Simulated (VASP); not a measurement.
# NaHgF3 (P4/mmm) in VASP: notebook, part 2 of 2

VASP 6.6.1. The steps go on from the part before.

## 3. Single point, r2SCAN (uniaxial z strain +1.5%)

Input file POSCAR:

```
NaHgF3
1.0
    4.4988204031      0.0000000000      0.0000000000
    0.0000000000      4.4988204031      0.0000000000
    0.0000000000      0.0000000000      4.5663027092
Na Hg F
1 1 3
Direct
    0.0000000000      0.0000000000      0.0000000000
    0.5000000000      0.5000000000      0.5000000000
    0.5000000000      0.5000000000      0.0000000000
    0.5000000000      0.0000000000      0.5000000000
    0.0000000000      0.5000000000      0.5000000000
```

Input file INCAR.step1:

```
SYSTEM = NaHgF3
ALGO = Normal ; EDIFF = 1E-4
ENCUT = 520 ; GGA = PE
ISMEAR = 0 ; LASPH = .True.
LCHARG = .False. ; LREAL = .False.
LWAVE = .True. ; NBANDS = 28
NELM = 60 ; PREC = Accurate
SIGMA = 0.01
```

Input file INCAR.step2:

```
SYSTEM = NaHgF3
ALGO = Normal ; EDIFF = 1E-6
ENCUT = 520 ; ISIF = 2
ISMEAR = 0 ; ISTART = 1
LASPH = .True. ; LCHARG = .False.
LMIXTAU = .True. ; LREAL = .False.
LWAVE = .False. ; METAGGA = R2SCAN
NBANDS = 28 ; NELM = 60
PREC = Accurate ; SIGMA = 0.01
```

Input file KPOINTS:

```
k-points
0
Gamma
  6 6 6
  0 0 0
```

Potentials or basis: VASP PAW PBE potentials, release 64 (Na_pv, Hg, F).

Launch:

```console
cat potpaw_PBE.64/Na_pv/POTCAR potpaw_PBE.64/Hg/POTCAR potpaw_PBE.64/F/POTCAR > POTCAR
cp INCAR.step1 INCAR
mpirun -np 1 vasp_std > vasp.out
cp INCAR.step2 INCAR
mpirun -np 1 vasp_std > vasp.out
```

OUTCAR:

```text
SYSTEM = NaHgF3
   EDIFF = 1E-6
   ENCUT = 520
   ISIF = 2
   ISMEAR = 0
   ISTART = 1
   LASPH = .True.
   LREAL = .False.
   METAGGA = R2SCAN
   NELM = 60
   PREC = Accurate

 ion  position               nearest neighbor table
   1  0.000  0.000  0.000-
   2  0.500  0.500  0.500-   4 2.25   5 2.25   4 2.25   5 2.25   3 2.28   3 2.28
   3  0.500  0.500  0.000-   2 2.28   2 2.28
   4  0.500  0.000  0.500-   2 2.25   2 2.25
   5  0.000  0.500  0.500-   2 2.25   2 2.25

  LATTYP: Found a simple tetragonal cell.
 ALAT       =     4.4988204031
 C/A-ratio  =     1.0150000000

  Lattice vectors:

 A1 = (   4.4988204031,   0.0000000000,   0.0000000000)
 A2 = (   0.0000000000,   4.4988204031,   0.0000000000)
 A3 = (   0.0000000000,   0.0000000000,   4.5663027092)

Analysis of symmetry for initial positions (statically):
=====================================================================
 Subroutine PRICEL returns:
 Original cell was already a primitive cell.

 Routine SETGRP: Setting up the symmetry group for a
 simple tetragonal supercell.

 Subroutine GETGRP returns: Found 16 space group operations
 (whereof 16 operations were pure point group operations)
 out of a pool of 16 trial point group operations.

The static configuration has the point symmetry D_4h.

Analysis of symmetry for dynamics (positions and initial velocities):
=====================================================================
 Subroutine PRICEL returns:
 Original cell was already a primitive cell.

 Routine SETGRP: Setting up the symmetry group for a
 simple tetragonal supercell.

 Subroutine GETGRP returns: Found 16 space group operations
 (whereof 16 operations were pure point group operations)
 out of a pool of 16 trial point group operations.

The dynamic configuration has the point symmetry D_4h.

 Subroutine INISYM returns: Found 16 space group operations
 (whereof 16 operations are pure point group operations),
 and found     1 'primitive' translations

----------------------------------------------------------------------------------------

                                     Primitive cell

  volume of cell :      92.4192

  direct lattice vectors                    reciprocal lattice vectors
     4.498820403  0.000000000  0.000000000     0.222280489  0.000000000  0.000000000
     0.000000000  4.498820403  0.000000000     0.000000000  0.222280489  0.000000000
     0.000000000  0.000000000  4.566302709     0.000000000  0.000000000  0.218995556

  length of vectors
     4.498820403  4.498820403  4.566302709     0.222280489  0.222280489  0.218995556

  position of ions in fractional coordinates (direct lattice)
     0.000000000  0.000000000  0.000000000
     0.500000000  0.500000000  0.500000000
     0.500000000  0.500000000  0.000000000
     0.500000000  0.000000000  0.500000000
     0.000000000  0.500000000  0.500000000

  ion indices of the primitive-cell ions
   primitive index   ion index
                 1           1
                 2           2
                 3           3
                 4           4
                 5           5

----------------------------------------------------------------------------------------
[... 26 lines left out ...]
            Coordinates               Weight
  0.000000  0.000000  0.000000      1.000000
  0.166667  0.000000  0.000000      4.000000
  0.333333  0.000000  0.000000      4.000000
  0.500000  0.000000  0.000000      2.000000
  0.166667  0.166667  0.000000      4.000000
  0.333333  0.166667  0.000000      8.000000
[... 16 lines left out ...]
  0.333333  0.000000  0.333333      8.000000
  0.500000  0.000000  0.333333      4.000000
 [... further k-points ...]
   k-points           NKPTS =     40   k-points in BZ     NKDIM =     40   number of bands    NBANDS=     28
   number of dos      NEDOS =    301   number of ions     NIONS =      5
   total plane-waves  NPLWV =  46656
   dimension x,y,z NGX =    36 NGY =   36 NGZ =   36
   dimension x,y,z NGXF=    72 NGYF=   72 NGZF=   72
   ions per type =               1   1   3
   NGX,Y,Z   is equivalent  to a cutoff of  13.30, 13.30, 13.11 a.u.
   NGXF,Y,Z  is equivalent  to a cutoff of  26.61, 26.61, 26.21 a.u.
 SYSTEM =  NaHgF3
   PREC   = accura    normal or accurate (medium, high low for compatibility)
   ISTART =      1    job   : 0-new  1-cont  2-samecut
   ICHARG =      0    charge: 1-file 2-atom 10-const
   ISPIN  =      1    spin polarized calculation?
   LNONCOLLINEAR =      F non collinear calculations
   LSORBIT =      F    spin-orbit coupling
   LASPH  =      T    aspherical Exc in radial PAW
   ENCUT  =  520.0 eV  38.22 Ry    6.18 a.u.   8.36  8.36  8.49*2*pi/ulx,y,z
   NELM   =     60;   NELMIN=  2; NELMDL=  0     # of ELM steps
   EDIFF  = 0.1E-05   stopping-criterion for ELM
   LREAL  =      F    real-space projection
   EDIFFG = 0.1E-04   stopping-criterion for IOM
   NSW    =      0    number of steps for IOM
   IBRION =     -1    ionic relax: 0-MD 1-quasi-New 2-CG
   NFREE  =      0    steps in history (QN), initial steepest desc. (CG)
   ISIF   =      2    stress and relaxation
   ISYM   =      2    0-nonsym 1-usesym 2-fastsym
   POTIM  = 0.5000    time-step for ionic-motion
   TEBEG  =    0.0;   TEEND  =   0.0 temperature during run
   PSTRESS=    0.0 pullay stress
   NELECT =      40.0000    total number of electrons
   NUPDOWN=      -1.0000    fix difference up-down
   EMIN   =  10.00;   EMAX   =-10.00  energy-range for DOS
   EFERMI =   0.00;   METHOD = LEGACY
   ISMEAR =     0;   SIGMA  =   0.01  broadening in eV -4-tet -1-fermi 0-gaus
   EFERMI_NEDOS =   21; number of points for ismear=-14 and -15
   IALGO  =     38    algorithm
   IMIX   =      4    mixing-type and parameters
     AMIX     =   0.40;   BMIX     =  1.00
     AMIX_MAG =   1.60;   BMIX_MAG =  1.00
  volume/ion in A,a.u.               =      18.48       124.74
  Fermi-wavevector in a.u.,A,eV,Ry     =   1.238343  2.340128 20.864432  1.533492
  Thomas-Fermi vector in A             =   2.372872
   LORBIT       =      0    0 simple, 1 ext, 2 COOP (PROOUT), +10 PAW based schemes
   METAGGA = R2SCAN    functional components
   LHFCALC =     F    Hartree Fock is set to
   AEXX    =    0.0000 exact exchange contribution
   IVDW    =     0    specifies the selected vdW correction
   LEPSILON=     F    determine dielectric tensor
   LRPA    =     F    only Hartree local field effects (RPA)
 non-spin polarized calculation
 Gauss-broadening in eV      SIGMA  =   0.01
  energy-cutoff  :      520.00
  volume of cell :       92.42
 maximum number of plane-waves:      2517
 NGX is ok and might be reduce to    36
   NGX = 17   NGY = 17   NGZ = 17

 number of electron      40.0000016 magnetization

 Free energy of the ion-electron system (eV)
  ---------------------------------------------------
  ext. energy  EPLUGINS =         0.00000000
  ---------------------------------------------------
  free energy    TOTEN  =       -71.65211704 eV

  energy without entropy =      -71.65211704  energy(sigma->0) =      -71.65211704

 E-fermi :  -1.2254     XC(G=0):  -8.5723

 val. band max:       -1.2681992360   @ k =   0.5000   0.5000   0.5000
 cond. band min:      -0.4651440759   @ k =   0.0000   0.0000   0.0000
 fundamental gap:      0.8030551601
 Fermi energy:        -1.2254252804

 k-point     1 :       0.0000    0.0000    0.0000
  band No.  band energies     occupation
      1     -25.4970      2.00000
      2     -25.4953      2.00000
      3     -25.4953      2.00000
      4     -24.3547      2.00000
      5     -24.1481      2.00000
      6     -24.0192      2.00000
[... 733 lines left out ...]
     27      10.3775      0.00000
     28      11.0026      0.00000

 [... further k-points ...]

------------------------ aborting loop because EDIFF is reached ----------------------------------------

  FORCE on cell =-STRESS in cart. coord.  units (eV):
  Direction    XX          YY          ZZ          XY          YZ          ZX
  --------------------------------------------------------------------------------------
  -------------------------------------------------------------------------------------
  Total       -0.0348833     -0.0348833     -0.5988915      0.0000000      0.0000000      0.0000000
  in kB       -0.6047365     -0.6047365    -10.3823748      0.0000000      0.0000000      0.0000000
  external PRESSURE =      -3.8639493 kB  Pullay stress =       0.0000000 kB

 VOLUME and BASIS-vectors are now :
 -----------------------------------------------------------------------------
  energy-cutoff  :      520.00
  volume of cell :       92.42
      direct lattice vectors                 reciprocal lattice vectors
     4.498820403  0.000000000  0.000000000     0.222280489  0.000000000  0.000000000
     0.000000000  4.498820403  0.000000000     0.000000000  0.222280489  0.000000000
     0.000000000  0.000000000  4.566302709     0.000000000  0.000000000  0.218995556

 POSITION                                       TOTAL-FORCE (eV/Angst)
 -----------------------------------------------------------------------------------
      0.00000      0.00000      0.00000         0.000000      0.000000      0.000000
      2.24941      2.24941      2.28315         0.000000      0.000000      0.000000
      2.24941      2.24941      0.00000         0.000000      0.000000      0.000000
      2.24941      0.00000      2.28315         0.000000      0.000000      0.000000
      0.00000      2.24941      2.28315         0.000000      0.000000      0.000000
 -----------------------------------------------------------------------------------
    total drift:                                0.000000      0.000000      0.000000

  FREE ENERGIE OF THE ION-ELECTRON SYSTEM (eV)
  ---------------------------------------------------
  free  energy   TOTEN  =       -71.6521170440 eV

  energy  without entropy=      -71.6521170440  energy(sigma->0) =      -71.65211704
```

It took 6.8 min on 1 thread of Oxide Virtual Turin-like, shared host; peak memory 0.24 GiB.

Results:

| Property | Result |
| --- | --- |
| Free energy | -71.6521 eV |
| Pressure | -0.4 GPa |
| Band gap on the k mesh | 0.80 eV (least direct gap 3.60 eV) |

Stress tensor (GPa, compression positive):
```
-0.06  0.00  0.00
 0.00 -0.06  0.00
 0.00  0.00 -1.04
```

Caveat: the cell differs from its parent crystal (uniaxial z strain +1.5%); the PAW data sets were made with another functional, which shifts forces and pressure a little; spin-orbit coupling is left out, which moves the levels of the heavy elements.
